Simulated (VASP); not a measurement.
# BiTe (Fm-3m) in VASP: a series of runs, part 2 of 2

VASP 6.6.1. Earlier steps stand in the parts before.

## Step 4: Single point, PBE

This run uses another cell than the first one, of 35.15 Å³/atom.

INCAR

```
  ALGO = Normal
  EDIFF = 1E-7
  ENCUT = 520
  GGA = PE
  ISIF = 2
  ISMEAR = 0
  LASPH = T
  LCHARG = F
  LREAL = F
  LWAVE = F
  NBANDS = 18
  NELM = 60
  PREC = Accurate
  SIGMA = 0.1
```

KPOINTS

```
k-points
0
Gamma
  12 12 12
```

POSCAR

```
BiTe
1.0
    0.0000000000      3.2756122711      3.2756122711
    3.2756122711      0.0000000000      3.2756122711
    3.2756122711      3.2756122711      0.0000000000
Bi Te
1 1
Direct
    0.0000000000      0.0000000000      0.0000000000
    0.5000000000      0.5000000000      0.5000000000
```

Potentials or basis: VASP PAW PBE potentials, release 64 (Bi_d, Te).

Command:

```sh
> cat potpaw_PBE.64/Bi_d/POTCAR potpaw_PBE.64/Te/POTCAR > POTCAR
> mpirun -np 1 vasp_std > vasp.out
```

OUTCAR:

```text
EDIFF = 1E-7
   ENCUT = 520
   GGA = PE
   ISIF = 2
   ISMEAR = 0
   LASPH = T
   LREAL = F
   NELM = 60
   PREC = Accurate

 ion  position               nearest neighbor table
   1  0.000  0.000  0.000-   2 3.28   2 3.28   2 3.28   2 3.28   2 3.28   2 3.28
   2  0.500  0.500  0.500-   1 3.28   1 3.28   1 3.28   1 3.28   1 3.28   1 3.28

  LATTYP: Found a face centered cubic cell.
 ALAT       =     6.5512245422

  Lattice vectors:

 A1 = (   0.0000000000,   3.2756122711,   3.2756122711)
 A2 = (   3.2756122711,   0.0000000000,   3.2756122711)
 A3 = (   3.2756122711,   3.2756122711,   0.0000000000)

Analysis of symmetry for initial positions (statically):
=====================================================================
 Subroutine PRICEL returns:
 Original cell was already a primitive cell.

 Routine SETGRP: Setting up the symmetry group for a
 face centered cubic supercell.

 Subroutine GETGRP returns: Found 48 space group operations
 (whereof 48 operations were pure point group operations)
 out of a pool of 48 trial point group operations.

The static configuration has the point symmetry O_h .

Analysis of symmetry for dynamics (positions and initial velocities):
=====================================================================
 Subroutine PRICEL returns:
 Original cell was already a primitive cell.

 Routine SETGRP: Setting up the symmetry group for a
 face centered cubic supercell.

 Subroutine GETGRP returns: Found 48 space group operations
 (whereof 48 operations were pure point group operations)
 out of a pool of 48 trial point group operations.

The dynamic configuration has the point symmetry O_h .

 Subroutine INISYM returns: Found 48 space group operations
 (whereof 48 operations are pure point group operations),
 and found     1 'primitive' translations

----------------------------------------------------------------------------------------

                                     Primitive cell
[... 103 lines left out ...]
   NUPDOWN=      -1.0000    fix difference up-down
   EMIN   =  10.00;   EMAX   =-10.00  energy-range for DOS
   EFERMI =   0.00;   METHOD = LEGACY
   ISMEAR =     0;   SIGMA  =   0.10  broadening in eV -4-tet -1-fermi 0-gaus
   EFERMI_NEDOS =   21; number of points for ismear=-14 and -15
   IALGO  =     38    algorithm
   IMIX   =      4    mixing-type and parameters
     AMIX     =   0.40;   BMIX     =  1.00
     AMIX_MAG =   1.60;   BMIX_MAG =  1.00
  volume/ion in A,a.u.               =      35.15       237.18
  Fermi-wavevector in a.u.,A,eV,Ry     =   1.094407  2.068129 16.296054  1.197726
  Thomas-Fermi vector in A             =   2.230711
   LORBIT       =      0    0 simple, 1 ext, 2 COOP (PROOUT), +10 PAW based schemes
   GGA     = PE    functional components
   LHFCALC =     F    Hartree Fock is set to
   AEXX    =    0.0000 exact exchange contribution
   IVDW    =     0    specifies the selected vdW correction
   LEPSILON=     F    determine dielectric tensor
   LRPA    =     F    only Hartree local field effects (RPA)
 non-spin polarized calculation
 Gauss-broadening in eV      SIGMA  =   0.10
  energy-cutoff  :      520.00
  volume of cell :       70.29
 maximum number of plane-waves:      1924
   NGX = 17   NGY = 17   NGZ = 17

 number of electron      20.9999994 magnetization

 Free energy of the ion-electron system (eV)
  ---------------------------------------------------
  ext. energy  EPLUGINS =         0.00000000
  ---------------------------------------------------
  free energy    TOTEN  =        -7.17425059 eV

  energy without entropy =       -7.16735153  energy(sigma->0) =       -7.17080106

 E-fermi :   6.1960     XC(G=0):  -9.2685

 val. band max:        6.1726755141   @ k =  -0.4167   0.2500   0.0833
 cond. band min:       6.2163215535   @ k =   0.2500   0.1667   0.0000
 fundamental gap:      0.0436460394
 Fermi energy:         6.1960094268

 k-point     1 :       0.0000    0.0000    0.0000
  band No.  band energies     occupation
      1     -16.9343      2.00000
      2     -16.9343      2.00000
      3     -16.9332      2.00000
      4     -16.9332      2.00000
      5     -16.9332      2.00000
      6      -7.0676      2.00000
[... 481 lines left out ...]
      5     -16.9271      2.00000
      6      -5.1944      2.00000
[... 10 lines left out ...]
     17      15.5544      0.00000
     18      16.7214      0.00000

 [... further k-points ...]
[... 5 lines left out ...]
  --------------------------------------------------------------------------------------
  -------------------------------------------------------------------------------------
  Total       -0.4644468     -0.4644468     -0.4644468      0.0000000     -0.0000000      0.0000000
  in kB      -10.5861767    -10.5861767    -10.5861767      0.0000000     -0.0000000      0.0000000
  external PRESSURE =     -10.5861767 kB  Pullay stress =       0.0000000 kB

 VOLUME and BASIS-vectors are now :
 -----------------------------------------------------------------------------
  energy-cutoff  :      520.00
  volume of cell :       70.29
      direct lattice vectors                 reciprocal lattice vectors
     0.000000000  3.275612271  3.275612271    -0.152643219  0.152643219  0.152643219
     3.275612271  0.000000000  3.275612271     0.152643219 -0.152643219  0.152643219
     3.275612271  3.275612271  0.000000000     0.152643219  0.152643219 -0.152643219

 POSITION                                       TOTAL-FORCE (eV/Angst)
 -----------------------------------------------------------------------------------
      0.00000      0.00000      0.00000         0.000000      0.000000      0.000000
      3.27561      3.27561      3.27561         0.000000      0.000000     -0.000000
 -----------------------------------------------------------------------------------
    total drift:                               -0.000000      0.000000      0.000000

  FREE ENERGIE OF THE ION-ELECTRON SYSTEM (eV)
  ---------------------------------------------------
  free  energy   TOTEN  =        -7.1742505927 eV

  energy  without entropy=       -7.1673515350  energy(sigma->0) =       -7.17080106
```

OSZICAR:

```text
N       E                     dE             d eps       ncg     rms          rms(c)
DAV:   1     0.158369465824E+03    0.15837E+03   -0.98344E+03  2600   0.111E+03
DAV:   2     0.451952752322E+01   -0.15385E+03   -0.15006E+03  2748   0.302E+02
DAV:   3    -0.686980215172E+01   -0.11389E+02   -0.11269E+02  3246   0.872E+01
DAV:   4    -0.718841867519E+01   -0.31862E+00   -0.31807E+00  3084   0.158E+01
DAV:   5    -0.720294570104E+01   -0.14527E-01   -0.14526E-01  3634   0.311E+00    0.603E+00
DAV:   6    -0.716964070590E+01    0.33305E-01   -0.11826E-01  3634   0.204E+00    0.369E+00
DAV:   7    -0.717400523123E+01   -0.43645E-02   -0.26803E-02  2908   0.824E-01    0.705E-01
DAV:   8    -0.717411370661E+01   -0.10848E-03   -0.35930E-03  3200   0.401E-01    0.110E-01
DAV:   9    -0.717424848092E+01   -0.13477E-03   -0.38792E-04  2994   0.120E-01    0.461E-02
DAV:  10    -0.717424994498E+01   -0.14641E-05   -0.14956E-05  3406   0.235E-02    0.309E-02
DAV:  11    -0.717425115278E+01   -0.12078E-05   -0.12111E-05  2818   0.219E-02    0.588E-03
DAV:  12    -0.717425055164E+01    0.60114E-06   -0.17573E-06  3188   0.101E-02    0.157E-03
DAV:  13    -0.717425059269E+01   -0.41053E-07   -0.22028E-07  2672   0.321E-03
   1 F= -.71742506E+01 E0= -.71708011E+01  d E =-.689906E-02
```

stdout:

```text
POSCAR found type information on POSCAR BiTe
 POSCAR found :  2 types and       2 ions
 scaLAPACK will be used
 LDA part: xc-table for (Slater+PW92), standard interpolation
 POSCAR, INCAR and KPOINTS ok, starting setup
 FFT: planning ... GRIDC
 FFT: planning ... GRID_SOFT
 FFT: planning ... GRID
 WAVECAR not read
 entering main loop
```

Wall time 1.8 min (1 thread of Intel Xeon 8259CL, shared host); peak memory 0.26 GiB.

Results:

```
Free energy            : -7.1743 eV
Pressure               : -1.1 GPa
Band gap on the k mesh : zero (an odd number of electrons rules out a gap without spin polarisation)
```

Caveat: spin-orbit coupling is left out, which moves the levels of the heavy elements.

## Step 5: Summary

| cell | gap on the mesh (eV) | pressure (GPa) |
| --- | --- | --- |
| a = 4.488 Å, angles 60.0°, 2 atoms | none | 4.0 |
| a = 4.567 Å, angles 60.0°, 2 atoms | none | 0.9 |
| a = 4.632 Å, angles 60.0°, 2 atoms | none | -1.1 |

Alike in all rows: task single point; level PBE; potentials or basis VASP PAW PBE potentials, release 64 (Bi_d, Te); no spin polarisation; k mesh 12 × 12 × 12; cutoff (eV) 520; smearing gaussian 0.1 eV.

Caveats: spin-orbit coupling is left out, which moves the levels of the heavy elements; the cell stands under pressure (at least some runs).

Total energies depend on the potentials used, so only differences within one code and one set of settings carry meaning.
